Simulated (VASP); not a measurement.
A run of VASP 6.6.1:

Contents of INCAR:

```
SYSTEM = As
PREC = Accurate
ENCUT = 520
EDIFF = 1E-6
ISMEAR = -1
SIGMA = 0.1
LREAL = .FALSE.
LASPH = .TRUE.
NELM = 100
ALGO = Normal
ISIF = 2
LWAVE = .FALSE.
LCHARG = .FALSE.
GGA = RE
NBANDS = 8
```

KPOINTS

```
Automatic mesh
0
G
  19 19 19
  0 0 0
```

The input POSCAR:

```
As
1.0
    2.7480308684      0.0000000000      0.0000000000
    0.0000000000      2.7480308684      0.0000000000
    0.0000000000      0.0000000000      2.7480308684
As
1
Direct
    0.0000000000      0.0000000000      0.0000000000
```

Potentials or basis: VASP PAW PBE potentials, release 64 (As).

Run with:

```bash
$ cat potpaw_PBE.64/As/POTCAR > POTCAR
$ mpirun -np 1 vasp_std > vasp.out
```

Hardware: 1 thread of AMD EPYC 9R45 96-Core Processor (Zen 5), on a shared host.

Q: Estimate the wall time of this run.

A: Wall time 10 s on 1 thread of AMD EPYC 9R45 96-Core Processor (Zen 5), with other jobs on the host, peak memory 0.12 GiB. Counts: scf iterations 11, k points 220.
